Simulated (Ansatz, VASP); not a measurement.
## Two plane-wave programs on Rh12Cl

INCAR

```
SYSTEM = Rh12Cl
ALGO     = Normal         ! electronic algorithm
DIPOL    = 0.5 0.5 0.302
EDIFF    = 1E-6           ! SCF threshold, eV
ENCUT    = 520            ! plane-wave cutoff, eV
GGA      = PE             ! functional
IDIPOL   = 3            
ISIF     = 2              ! what is computed and relaxed
ISMEAR   = 0              ! smearing method
IVDW     = 12             ! dispersion correction
LASPH    = .True.         ! aspherical terms in the spheres
LCHARG   = .False.        ! write CHGCAR
LDIPOL   = .True.       
LREAL    = .False.        ! projectors in reciprocal space
LWAVE    = .False.        ! write WAVECAR
NBANDS   = 106            ! bands
NELM     = 80             ! most SCF steps
PREC     = Accurate       ! precision mode
SIGMA    = 0.1            ! smearing width, eV
```

Contents of KPOINTS:

```
k-points
0
Gamma
  6 6 1
  0 0 0
```

The input POSCAR:

```
Rh12Cl
1.0
    5.3650160462      0.0000000000      0.0000000000
   -2.6825080231      4.6462401878      0.0000000000
    0.0000000000      0.0000000000     21.6939918225
Rh Cl
12 1
Direct
    0.3333333333      0.1666666667      0.1843828482
    0.3333333333      0.6666666667      0.1843828482
    0.8333333333      0.1666666667      0.1843828482
    0.8333333333      0.6666666667      0.1843828482
    0.1666666667      0.3333333333      0.2833554855
    0.1666666667      0.8333333333      0.2833554855
    0.6666666667      0.3333333333      0.2833554855
    0.6666666667      0.8333333333      0.2833554855
    0.0000000000      0.0000000000      0.3823174587
    0.0000000000      0.5000000000      0.3823174587
    0.5000000000      0.0000000000      0.3823174587
    0.5000000000      0.5000000000      0.3823174587
    0.3333333333      0.1666666667      0.5252141660
```

Input for Ansatz:

```yaml
crystal:
  lattice:
    - [5.3650160462, 0.0, 0.0]
    - [-2.6825080231, 4.6462401878, 0.0]
    - [0.0, 0.0, 21.6939918735]
  atoms:
    - { symbol: Rh, position: [0.3333333333, 0.1666666667, 0.1843828477] }
    - { symbol: Rh, position: [0.3333333333, 0.6666666667, 0.1843828477] }
    - { symbol: Rh, position: [0.8333333333, 0.1666666667, 0.1843828477] }
    - { symbol: Rh, position: [0.8333333333, 0.6666666667, 0.1843828477] }
    - { symbol: Rh, position: [0.1666666667, 0.3333333333, 0.2833554871] }
    - { symbol: Rh, position: [0.1666666667, 0.8333333333, 0.2833554871] }
    - { symbol: Rh, position: [0.6666666667, 0.3333333333, 0.2833554871] }
    - { symbol: Rh, position: [0.6666666667, 0.8333333333, 0.2833554871] }
    - { symbol: Rh, position: [0.0, 0.0, 0.3823174601] }
    - { symbol: Rh, position: [0.0, 0.5, 0.3823174601] }
    - { symbol: Rh, position: [0.5, 0.0, 0.3823174601] }
    - { symbol: Rh, position: [0.5, 0.5, 0.3823174601] }
    - { symbol: Cl, position: [0.3333333333, 0.1666666667, 0.5252141671] }
basis:
  ecutwfc: 420
kpoints:
  mp_grid: { grid: [6, 6, 1] }
hamiltonian:
  xc: pbe
  pseudopotentials: { kind: paw, azcp: { folder: soft_1 } }
  dispersion: d3bj
scf:
  occupations: { method: gaussian, width: 0.1 }
output:
  forces: true
  eigenvalues: true
efield:
  axis: 3
  dipole_correction: true
  ramp_width: 0.04
```

Alike in both runs: task single point; functional PBE; dispersion D3(BJ); k mesh 6 × 6 × 1; occupations gaussian, width 0.1 eV; no spin polarisation.

```csv
,VASP,Ansatz
version,VASP 6.6.1,Ansatz 0.2.0
potentials or method,"VASP PAW PBE potentials, release 64 (Rh_pv, Cl), cutoff 520 eV","scalar-relativistic, plane waves, PAW"
valence electrons in the cell,187,211
```

VASP gave:

| Quantity | Value |
| --- | --- |
| gap on the k mesh at the Fermi level (eV) | none |
| rms of the force components (eV/Å) | 0.333 |

Q: Estimate Ansatz's values.

A: gap on the k mesh at the Fermi level (eV): none; rms of the force components (eV/Å): 0.335.

Atom by atom the forces differ by 0.002 eV/Å (rms over components). A gap of «none» marks a metal or a gap that the smearing closes. VASP's potentials hold 187 valence electrons a cell and Ansatz's 211, so a difference there can come from the potentials and not from the codes. Ansatz's warnings: vacuum density over bound.
